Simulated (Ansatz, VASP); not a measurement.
## One calculation of Si23H4O48, two programs

```
Si O H
1.0
     9.83160    0.00000    0.00000
    -4.91580    8.51441    0.00000
     0.00000    0.00000   10.81820
Si O H
23 48 4
Direct
  0.26684 0.00098 0.16347
  0.00285 0.27037 0.33570
  0.23061 0.23541 0.00010
  0.26535 0.99775 0.66365
  0.99321 0.26636 0.83503
  0.23231 0.22851 0.50175
  0.26828 0.50274 0.16721
  0.99978 0.76761 0.33315
  0.23386 0.73303 0.99665
  0.99892 0.76669 0.83271
  0.23443 0.73561 0.49762
  0.76924 0.00430 0.16724
  0.49845 0.26709 0.33264
  0.72664 0.23202 0.00030
  0.76572 0.00123 0.66690
  0.49457 0.26577 0.83203
  0.73277 0.23381 0.49924
  0.76517 0.50083 0.16730
  0.50119 0.77037 0.33205
  0.73508 0.73690 0.00121
  0.76319 0.49956 0.66634
  0.50465 0.76921 0.83163
  0.73275 0.73549 0.49969
  0.06877 0.20662 0.44624
  0.29612 0.36583 0.10991
  0.14021 0.43474 0.27866
  0.20246 0.06990 0.05539
  0.36238 0.29444 0.39136
  0.43070 0.13842 0.22135
  0.06543 0.20987 0.94571
  0.30388 0.35177 0.61665
  0.13567 0.42902 0.77808
  0.19971 0.05743 0.54993
  0.35846 0.29582 0.88797
  0.42848 0.13645 0.72173
  0.06790 0.70632 0.44383
  0.29912 0.86841 0.10315
  0.13683 0.93004 0.27352
  0.20408 0.56985 0.05801
  0.36398 0.79940 0.38658
  0.43429 0.64068 0.22152
  0.06775 0.70498 0.94236
  0.29936 0.86433 0.60902
  0.13503 0.93004 0.77389
  0.20585 0.56995 0.55544
  0.35939 0.78706 0.88338
  0.45745 0.64843 0.71430
  0.56833 0.20467 0.44119
  0.79072 0.36288 0.10970
  0.63447 0.43318 0.27686
  0.70322 0.06912 0.05732
  0.86583 0.29920 0.39139
  0.93374 0.14158 0.22412
  0.56175 0.20462 0.94369
  0.79140 0.36227 0.61097
  0.63035 0.43231 0.77517
  0.70537 0.06909 0.55548
  0.85400 0.29271 0.88822
  0.93076 0.13663 0.72449
  0.56846 0.70787 0.44230
  0.79902 0.86851 0.11014
  0.63944 0.93563 0.27729
  0.70548 0.57144 0.05743
  0.86379 0.79712 0.38999
  0.93059 0.63562 0.22438
  0.56975 0.70901 0.94538
  0.79447 0.86456 0.61073
  0.63681 0.93933 0.77827
  0.70413 0.56993 0.55610
  0.86338 0.79661 0.88968
  0.92852 0.63351 0.72462
  0.45332 0.56771 0.72315
  0.22975 0.35611 0.67555
  0.30280 0.58497 0.59564
  0.11633 0.47967 0.70696
```

Alike in both runs: task single point; functional PBE; k mesh 1 × 1 × 1; occupations gaussian, width 0.02 eV; no spin polarisation.

|  | VASP | Ansatz |
| --- | --- | --- |
| version | VASP 6.6.1 | Ansatz 0.2.0 |
| potentials or method | VASP PAW PBE potentials, release 64 (Si, O, H) | scalar-relativistic, plane waves, PAW |
| plane-wave cutoff (eV) | 520 | 420 |
| valence electrons in the cell | 384 | 384 |

|  | VASP | Ansatz | Ansatz less VASP |
| --- | --- | --- | --- |
| gap on the k mesh at the Fermi level (eV) | 5.70 | 5.71 | +0.001 |
| least direct gap on the mesh (eV) | 5.70 | 5.71 | +0.001 |
